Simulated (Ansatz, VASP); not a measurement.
# KI: VASP beside Ansatz

```
K I
1.0
     6.14055    0.00000    0.00000
     0.00000    6.14055    0.00000
     0.00000    0.00000    4.36777
K I
2 2
Direct
  0.00000 0.00000 0.00000
  0.50000 0.50000 0.00000
  0.50000 0.00000 0.53683
  0.00000 0.50000 0.46317
```

Change from the starting cell: ordered vacancies on the cation sites of antifluorite (P4/nmm, No. 129).

Alike in both runs: functional PBE; k mesh 4 × 4 × 4; occupations gaussian, width 0.02 eV; no spin polarisation.

Ansatz relaxed the structure, and its values are those at the end. VASP's run is a single point on that final structure, the one shown.

|  | VASP | Ansatz |
| --- | --- | --- |
| version | VASP 6.6.1 | Ansatz 0.2.0 |
| potentials or method | VASP PAW PBE potentials, release 64 (K_sv, I), cutoff 520 eV | scalar-relativistic, plane waves, PAW |
| valence electrons in the cell | 32 | 52 |

```csv
,VASP,Ansatz,Ansatz less VASP
gap on the k mesh at the Fermi level (eV),3.28,3.29,+0.003
least direct gap on the mesh (eV),3.29,3.29,+0.003
pressure (GPa),0.0,0.0,-0.02
```

VASP's potentials hold 32 valence electrons a cell and Ansatz's 52, so a difference there can come from the potentials and not from the codes.

Neither program's run includes spin-orbit coupling.
